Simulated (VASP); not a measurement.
Input of a VASP 6.6.1 run:

File POSCAR:

```
CaSe
1.0
   -0.0385779565      2.9675351117      2.9675351117
    2.9675351117     -0.0385779565      2.9675351117
    2.9289571552      2.9289571552      0.0000000000
Ca Se
1 1
Direct
    0.0000000000      0.0000000000      0.0000000000
    0.5000000000      0.5000000000      0.5000000000
```

The input INCAR.step1:

```
ALGO = Normal ; EDIFF = 1E-4
ENCUT = 520 ; GGA = PE
ISMEAR = 0 ; LASPH = True
LCHARG = False ; LREAL = False
LWAVE = True ; NBANDS = 15
NELM = 80 ; PREC = Accurate
SIGMA = 0.01
```

File INCAR.step2:

```
ALGO = Normal ; EDIFF = 1E-7
ENCUT = 520 ; ISIF = 2
ISMEAR = 0 ; ISTART = 1
LASPH = True ; LCHARG = False
LMIXTAU = True ; LREAL = False
LWAVE = False ; METAGGA = R2SCAN
NBANDS = 15 ; NELM = 80
PREC = Accurate ; SIGMA = 0.01
```

Contents of KPOINTS:

```
k-points
0
Gamma
  8 8 8
```

Potentials or basis: VASP PAW PBE potentials, release 64 (Ca_sv, Se).

Launch:

```bash
$ cat potpaw_PBE.64/Ca_sv/POTCAR potpaw_PBE.64/Se/POTCAR > POTCAR
$ cp INCAR.step1 INCAR
$ mpirun -np 1 vasp_std > vasp.out
$ cp INCAR.step2 INCAR
$ mpirun -np 1 vasp_std > vasp.out
```

**Question.** Estimate the pressure.

**Answer.** 0.2 GPa.

**Question.** Predict the band gap on the k mesh.

**Answer.** 2.44 eV (least direct gap 3.34 eV).

Stress tensor (GPa, compression positive):
```
0.24 0.77 0.00
0.77 0.24 0.00
0.00 0.00 0.21
```

Caveat: the cell differs from its parent crystal (shear xy strain -2.6%); the PAW data sets were made with another functional, which shifts forces and pressure a little. A k mesh can miss the band edges.
